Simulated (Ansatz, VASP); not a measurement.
**One calculation of SiC, two programs**

Contents of INCAR:

```
SYSTEM = SiC
ALGO     = Normal         ! electronic algorithm
EDIFF    = 1E-6           ! SCF threshold, eV
ENCUT    = 520            ! plane-wave cutoff, eV
GGA      = PE             ! functional
ISIF     = 2              ! what is computed and relaxed
ISMEAR   = -1             ! smearing method
LASPH    = .True.         ! aspherical terms in the spheres
LCHARG   = .False.        ! write CHGCAR
LREAL    = .False.        ! projectors in reciprocal space
LWAVE    = .False.        ! write WAVECAR
NBANDS   = 16             ! bands
NELM     = 80             ! most SCF steps
PREC     = Accurate       ! precision mode
SIGMA    = 0.1            ! smearing width, eV
```

File KPOINTS:

```
k-points
0
Gamma
  12 12 7
  0 0 0
```

Contents of POSCAR:

```
SiC
1.0
    2.7977404829      0.0000000000      0.0000000000
   -1.3988702414      2.4229143314      0.0000000000
    0.0000000000      0.0000000000      4.6541637598
Si C
2 2
Direct
    0.0000000000      0.0000000000      0.0000000000
    0.0000000000      0.0000000000      0.5000000000
    0.3333333333      0.6666666667      0.2500000000
    0.6666666667      0.3333333333      0.7500000000
```

Input for Ansatz:

```yaml
crystal:
  lattice:
    - [2.7977404829, 0.0, 0.0]
    - [-1.3988702414, 2.4229143314, 0.0]
    - [0.0, 0.0, 4.6541637598]
  atoms:
    - { symbol: Si, position: [0.0, 0.0, 0.0] }
    - { symbol: Si, position: [0.0, 0.0, 0.5] }
    - { symbol: C, position: [0.3333333333, 0.6666666667, 0.25] }
    - { symbol: C, position: [0.6666666667, 0.3333333333, 0.75] }
kpoints:
  mp_grid: { grid: [12, 12, 7] }
scf:
  occupations: { method: fermi_dirac, width: 0.1 }
hamiltonian:
  xc: pbe
  pseudopotentials: { kind: all_electron, lapw: { basis_error: 0.0005 } }
output:
  forces: true
  stress: true
  eigenvalues: true
  populations: true
```

Alike in both runs: task single point; functional PBE; k mesh 12 × 12 × 7; occupations fermi-dirac, width 0.1 eV; no spin polarisation.

|  | VASP | Ansatz |
| --- | --- | --- |
| version | VASP 6.6.1 | Ansatz 0.2.0 |
| potentials or method | VASP PAW PBE potentials, release 64 (Si, C), cutoff 520 eV | all-electron LAPW, scalar-relativistic |

Ansatz gave:

* pressure (GPa): 21.2
* traceless stress, the component that is largest in VASP (GPa): 0.03

Estimate VASP's values.

pressure (GPa): 21.0; traceless stress, the component that is largest in VASP (GPa): -0.25.

Ansatz ran all-electron here, and VASP with PAW potentials.
